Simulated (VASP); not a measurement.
# Ca (Im-3m) in VASP: relaxation of cell and atoms with PBE

Aim: the relaxation of cell and atoms of Ca with PBE.

Everything below comes from runs of VASP 6.6.1. Logs are shortened: lines on timing, memory, paths and dates and some standing lists are left out, and cuts for length are marked.

## (1) The cell of the first run

The structure is cubic, space group Im-3m (No. 229). Conventional cell: a = 4.056 Å, b = 4.056 Å, c = 4.056 Å, α = 90.00°, β = 90.00°, γ = 90.00°. Within 4.6 Å of Ca (site symmetry m-3m) lie 14 Ca at 3.51 to 4.06 Å.

This isn't the form of Ca at room conditions, which is fcc.

## (2) Relaxation of cell and atoms, PBE

The input, INCAR:

```
ALGO     = Normal         # electronic algorithm
EDIFF    = 1E-7           # SCF threshold, eV
EDIFFG   = -0.005         # ionic threshold
ENCUT    = 600            # plane-wave cutoff, eV
GGA      = PE             # functional
IBRION   = 2              # ionic algorithm
ISIF     = 3              # what is computed and relaxed
ISMEAR   = -1             # smearing method
LASPH    = True           # aspherical terms in the spheres
LCHARG   = False          # write CHGCAR
LREAL    = False          # projectors in reciprocal space
LWAVE    = False          # write WAVECAR
NELM     = 100            # most SCF steps
NSW      = 100            # ionic steps
PREC     = Accurate       # precision mode
SIGMA    = 0.08           # smearing width, eV
```

The input, KPOINTS:

```
k-points
0
Gamma
  13 13 13
```

The input, POSCAR:

```
Ca
1.0
   -2.0281634582      2.0281634582      2.0281634582
    2.0281634582     -2.0281634582      2.0281634582
    2.0281634582      2.0281634582     -2.0281634582
Ca
1
Direct
    0.0000000000      0.0000000000      0.0000000000
```

Potentials or basis: VASP PAW PBE potentials, release 64 (Ca_sv).

Started as:

```
> cat potpaw_PBE.64/Ca_sv/POTCAR > POTCAR
> mpirun -np 1 vasp_std > vasp.out
```

OUTCAR:

```text
EDIFF = 1E-7
   EDIFFG = -0.005
   ENCUT = 600
   GGA = PE
   IBRION = 2
   ISIF = 3
   ISMEAR = -1
   LASPH = True
   LREAL = False
   NELM = 100
   NSW = 100
   PREC = Accurate

 ion  position               nearest neighbor table
   1  0.000  0.000  0.000-

  LATTYP: Found a body centered cubic cell.
 ALAT       =     4.0563269164

  Lattice vectors:

 A1 = (  -2.0281634582,   2.0281634582,   2.0281634582)
 A2 = (   2.0281634582,  -2.0281634582,   2.0281634582)
 A3 = (   2.0281634582,   2.0281634582,  -2.0281634582)

Analysis of symmetry for initial positions (statically):
=====================================================================
 Subroutine PRICEL returns:
 Original cell was already a primitive cell.

 Routine SETGRP: Setting up the symmetry group for a
 body centered cubic supercell.

 Subroutine GETGRP returns: Found 48 space group operations
 (whereof 48 operations were pure point group operations)
 out of a pool of 48 trial point group operations.

The static configuration has the point symmetry O_h .

Analysis of symmetry for dynamics (positions and initial velocities):
=====================================================================
 Subroutine PRICEL returns:
 Original cell was already a primitive cell.

 Routine SETGRP: Setting up the symmetry group for a
 body centered cubic supercell.

 Subroutine GETGRP returns: Found 48 space group operations
 (whereof 48 operations were pure point group operations)
 out of a pool of 48 trial point group operations.

The dynamic configuration has the point symmetry O_h .

 Subroutine INISYM returns: Found 48 space group operations
 (whereof 48 operations are pure point group operations),
 and found     1 'primitive' translations

----------------------------------------------------------------------------------------

                                     Primitive cell

  volume of cell :      33.3710

  direct lattice vectors                    reciprocal lattice vectors
    -2.028163458  2.028163458  2.028163458     0.000000000  0.246528453  0.246528453
     2.028163458 -2.028163458  2.028163458     0.246528453  0.000000000  0.246528453
     2.028163458  2.028163458 -2.028163458     0.246528453  0.246528453  0.000000000

  length of vectors
     3.512882156  3.512882156  3.512882156     0.348643882  0.348643882  0.348643882

  position of ions in fractional coordinates (direct lattice)
     0.000000000  0.000000000  0.000000000

  ion indices of the primitive-cell ions
   primitive index   ion index
                 1           1

----------------------------------------------------------------------------------------

 KPOINTS: k-points

Automatic generation of k-mesh.
 Grid dimensions read from file:
 generate k-points for:   13   13   13

 Generating k-lattice:

  Cartesian coordinates                     Fractional coordinates (reciprocal lattice)
     0.000000000  0.018963727  0.018963727     0.076923077  0.000000000  0.000000000
     0.018963727  0.000000000  0.018963727     0.000000000  0.076923077  0.000000000
     0.018963727  0.018963727  0.000000000     0.000000000  0.000000000  0.076923077

  Length of vectors
     0.026818760  0.026818760  0.026818760

  Shift w.r.t. Gamma in fractional coordinates (k-lattice)
     0.000000000  0.000000000  0.000000000

 Subroutine IBZKPT returns following result:
 ===========================================

 Found     84 irreducible k-points:

 Following reciprocal coordinates:
            Coordinates               Weight
  0.000000  0.000000  0.000000      1.000000
  0.076923  0.000000  0.000000     12.000000
  0.153846  0.000000  0.000000     12.000000
  0.230769  0.000000  0.000000     12.000000
  0.307692  0.000000  0.000000     12.000000
  0.384615  0.000000  0.000000     12.000000
[... 16 lines left out ...]
  0.153846  0.076923  0.076923     24.000000
  0.230769  0.076923  0.076923     24.000000
 [... further k-points ...]
   k-points           NKPTS =     84   k-points in BZ     NKDIM =     84   number of bands    NBANDS=      9
   number of dos      NEDOS =    301   number of ions     NIONS =      1
   total plane-waves  NPLWV =  21952
   dimension x,y,z NGX =    28 NGY =   28 NGZ =   28
   dimension x,y,z NGXF=    56 NGYF=   56 NGZF=   56
   ions per type =               1
   NGX,Y,Z   is equivalent  to a cutoff of  13.25, 13.25, 13.25 a.u.
   NGXF,Y,Z  is equivalent  to a cutoff of  26.50, 26.50, 26.50 a.u.
 SYSTEM =  unknown system
   PREC   = accura    normal or accurate (medium, high low for compatibility)
   ISTART =      0    job   : 0-new  1-cont  2-samecut
   ICHARG =      2    charge: 1-file 2-atom 10-const
   ISPIN  =      1    spin polarized calculation?
   LNONCOLLINEAR =      F non collinear calculations
   LSORBIT =      F    spin-orbit coupling
   LASPH  =      T    aspherical Exc in radial PAW
   ENCUT  =  600.0 eV  44.10 Ry    6.64 a.u.   7.02  7.02  7.02*2*pi/ulx,y,z
   NELM   =    100;   NELMIN=  2; NELMDL= -5     # of ELM steps
   EDIFF  = 0.1E-06   stopping-criterion for ELM
   LREAL  =      F    real-space projection
   EDIFFG = -.5E-02   stopping-criterion for IOM
   NSW    =    100    number of steps for IOM
   IBRION =      2    ionic relax: 0-MD 1-quasi-New 2-CG
   NFREE  =      1    steps in history (QN), initial steepest desc. (CG)
   ISIF   =      3    stress and relaxation
   ISYM   =      2    0-nonsym 1-usesym 2-fastsym
   POTIM  = 0.5000    time-step for ionic-motion
   TEBEG  =    0.0;   TEEND  =   0.0 temperature during run
   PSTRESS=    0.0 pullay stress
   NELECT =      10.0000    total number of electrons
   NUPDOWN=      -1.0000    fix difference up-down
   EMIN   =  10.00;   EMAX   =-10.00  energy-range for DOS
   EFERMI =   0.00;   METHOD = LEGACY
   ISMEAR =    -1;   SIGMA  =   0.08  broadening in eV -4-tet -1-fermi 0-gaus
   EFERMI_NEDOS =   21; number of points for ismear=-14 and -15
   IALGO  =     38    algorithm
   IMIX   =      4    mixing-type and parameters
     AMIX     =   0.40;   BMIX     =  1.00
     AMIX_MAG =   1.60;   BMIX_MAG =  1.00
  volume/ion in A,a.u.               =      33.37       225.20
  Fermi-wavevector in a.u.,A,eV,Ry     =   1.095516  2.070224 16.329091  1.200154
  Thomas-Fermi vector in A             =   2.231841
   LORBIT       =      0    0 simple, 1 ext, 2 COOP (PROOUT), +10 PAW based schemes
   GGA     = PE    functional components
   LHFCALC =     F    Hartree Fock is set to
   AEXX    =    0.0000 exact exchange contribution
   IVDW    =     0    specifies the selected vdW correction
   LEPSILON=     F    determine dielectric tensor
   LRPA    =     F    only Hartree local field effects (RPA)
 conjugate gradient relaxation of ions
 non-spin polarized calculation
  energy-cutoff  :      600.00
  volume of cell :       33.37
 maximum number of plane-waves:      1130
   NGX = 13   NGY = 13   NGZ = 13

--------------------------------------- Ionic step        1  -------------------------------------------

 number of electron      10.0000000 magnetization

 number of electron       9.9999997 magnetization

 Free energy of the ion-electron system (eV)
  ---------------------------------------------------
  ext. energy  EPLUGINS =         0.00000000
  ---------------------------------------------------
  free energy    TOTEN  =        -1.79815555 eV

  energy without entropy =       -1.77535307  energy(sigma->0) =       -1.78675431

------------------------ aborting loop because EDIFF is reached ----------------------------------------

  FORCE on cell =-STRESS in cart. coord.  units (eV):
  Direction    XX          YY          ZZ          XY          YZ          ZX
  --------------------------------------------------------------------------------------
  -------------------------------------------------------------------------------------
  Total        1.1634989      1.1634989      1.1634989     -0.0000000     -0.0000000      0.0000000
  in kB       55.8608732     55.8608732     55.8608732     -0.0000000     -0.0000000      0.0000000
  external PRESSURE =      55.8608732 kB  Pullay stress =       0.0000000 kB
[... 86 lines left out ...]
  FREE ENERGIE OF THE ION-ELECTRON SYSTEM (eV)
  ---------------------------------------------------
  free  energy   TOTEN  =        -1.9270594052 eV

  energy  without entropy=       -1.8953502029  energy(sigma->0) =       -1.91120480

[... ionic steps 4 to 16 ...]

--------------------------------------- Ionic step       17  -------------------------------------------

 number of electron      10.0000003 magnetization

------------------------ aborting loop because EDIFF is reached ----------------------------------------

  FORCE on cell =-STRESS in cart. coord.  units (eV):
  Direction    XX          YY          ZZ          XY          YZ          ZX
  --------------------------------------------------------------------------------------
  -------------------------------------------------------------------------------------
  Total        0.0097072      0.0097072      0.0097072     -0.0000000     -0.0000000     -0.0000000
  in kB        0.3695350      0.3695350      0.3695350     -0.0000000     -0.0000000     -0.0000000
  external PRESSURE =       0.3695350 kB  Pullay stress =       0.0000000 kB
[... 55 lines left out ...]
  energy  without entropy=       -1.8972430765  energy(sigma->0) =       -1.91305566

--------------------------------------- Ionic step       19  -------------------------------------------

 number of electron      10.0000002 magnetization

 Free energy of the ion-electron system (eV)
  ---------------------------------------------------
  ext. energy  EPLUGINS =         0.00000000
  ---------------------------------------------------
  free energy    TOTEN  =        -1.92886925 eV

  energy without entropy =       -1.89723319  energy(sigma->0) =       -1.91305122

 E-fermi :   2.0041     XC(G=0):  -7.7332

 val. band max:        1.9896816497   @ k =  -0.4615  -0.4615   0.1538
 cond. band min:       2.0101017816   @ k =  -0.4615  -0.4615   0.2308
 fundamental gap:      0.0204201319
 Fermi energy:         2.0040788896

 k-point     1 :       0.0000    0.0000    0.0000
  band No.  band energies     occupation
      1     -40.0505      2.00000
      2     -20.9662      2.00000
      3     -20.9662      2.00000
      4     -20.9662      2.00000
      5      -2.0614      2.00000
      6       4.3039      0.00000
      7       4.3039      0.00000
      8       4.3039      0.00000
      9       5.3574      0.00000
[... 265 lines left out ...]
 k-point    24 :       0.2308    0.0769    0.0769
  band No.  band energies     occupation
      1     -40.0397      2.00000
      2     -21.0654      2.00000
      3     -20.9970      2.00000
      4     -20.9731      2.00000
      5      -0.2917      2.00000
      6       3.1228      0.00000
      7       3.4296      0.00000
      8       5.3023      0.00000
      9       5.4970      0.00000

 [... further k-points ...]
[... 5 lines left out ...]
  --------------------------------------------------------------------------------------
  -------------------------------------------------------------------------------------
  Total       -0.0039727     -0.0039727     -0.0039727      0.0000000      0.0000000      0.0000000
  in kB       -0.1507712     -0.1507712     -0.1507712      0.0000000      0.0000000      0.0000000
  external PRESSURE =      -0.1507712 kB  Pullay stress =       0.0000000 kB
[... 16 lines left out ...]
  FREE ENERGIE OF THE ION-ELECTRON SYSTEM (eV)
  ---------------------------------------------------
  free  energy   TOTEN  =        -1.9288692524 eV

  energy  without entropy=       -1.8972331908  energy(sigma->0) =       -1.91305122

 reached required accuracy - stopping structural energy minimisation
```

Wall time 2.7 min (1 thread of Intel Xeon Platinum 8375C at 2.90GHz (Ice Lake), shared host); peak memory 0.18 GiB.

What came out:

```
Free energy                           : -1.9289 eV
Relaxed volume                        : 42.22 Å³/atom
Relaxed cell                          : a = 3.799 Å, b = 3.799 Å, c = 3.799 Å, α = 109.47°, β = 109.47°, γ = 109.47°
Space group after relaxing (to 0.1 Å) : Im-3m (No. 229)
Energy gained by relaxing             : 130.7 meV/atom
Ionic steps                           : 19
Pressure after relaxing               : 0.0 GPa
Band gap on the k mesh                : zero (bands 5 and 6 overlap by 0.23 eV)
```

The path:
```csv
step,energy change (eV),largest force (eV/Å),pressure (GPa),volume (Å³)
1,0.0000,0.0000,5.59,33.37
2,-0.1195,0.0000,1.32,39.31
3,-0.1289,0.0000,-0.46,43.40
4,-0.1307,0.0000,-0.02,42.23
5,-0.1307,0.0000,0.06,42.04
6,-0.1307,0.0000,0.06,42.04
7,-0.1307,0.0000,0.05,42.04
8,-0.1307,0.0000,0.05,42.04
9,-0.1307,0.0000,0.05,42.04
10,-0.1307,0.0000,0.05,42.04
11,-0.1307,0.0000,0.06,42.04
12,-0.1307,0.0000,0.06,42.05
13,-0.1307,0.0000,0.06,42.05
14,-0.1307,0.0000,0.05,42.05
15,-0.1307,0.0000,0.05,42.05
16,-0.1307,0.0000,0.05,42.07
17,-0.1307,0.0000,0.04,42.09
18,-0.1307,0.0000,0.02,42.13
19,-0.1307,0.0000,-0.02,42.22
```

Final structure:
```yaml
crystal:
  lattice:
    - [-2.19351, 2.19351, 2.19351]
    - [2.19351, -2.19351, 2.19351]
    - [2.19351, 2.19351, -2.19351]
  atoms:
    - { symbol: Ca, position: [0.00000, 0.00000, 0.00000] }
```

Caveat: the volume moved by over 15 % at a fixed basis, so the end points are rough.
